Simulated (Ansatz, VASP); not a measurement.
## One calculation of AlN, two programs

```xyz
8
Lattice="4.5262 -0.0115 -0.1573 0.0115 -4.1895 -0.0373 0.1573 -0.0373 -4.3527" Properties=species:S:1:pos:R:3 pbc="T T T"
Al    2.4075   -2.1028   -4.4513
Al    0.1924   -0.0358   -4.3328
Al    0.1106   -2.0913   -2.1943
Al    2.3439   -0.0277   -2.2887
N     3.5223   -3.2155   -3.3831
N     1.3332   -1.1053   -3.4081
N     1.1212   -3.1349   -1.0960
N     3.3686   -1.0762   -1.1930
```

Change from the starting cell: all atoms moved at random (sigma 0.06 Å a component), cell strained at random (sigma 0.05).

Alike in both runs: task single point; functional PBE; k mesh 6 × 6 × 6; occupations gaussian, width 0.05 eV; no spin polarisation.

|  | VASP | Ansatz |
| --- | --- | --- |
| version | VASP 6.6.1 | Ansatz 0.2.0 |
| potentials or method | VASP PAW PBE potentials, release 64 (Al, N), cutoff 520 eV | scalar-relativistic, plane waves, PAW |
| valence electrons in the cell | 32 | 32 |

Ansatz gave:

| Item | Value |
| --- | --- |
| gap on the k mesh at the Fermi level (eV) | 2.79 |
| least direct gap on the mesh (eV) | 2.79 |
| pressure (GPa) | 8.9 |
| traceless stress, the component that is largest in VASP (GPa) | 12.26 |
| rms of the force components (eV/Å) | 0.935 |

Problem. What did VASP give for the same quantities?

Solution. gap on the k mesh at the Fermi level (eV): 2.78; least direct gap on the mesh (eV): 2.78; pressure (GPa): 8.7; traceless stress, the component that is largest in VASP (GPa): 12.36; rms of the force components (eV/Å): 0.938.

Atom by atom the forces differ by 0.004 eV/Å (rms over components).
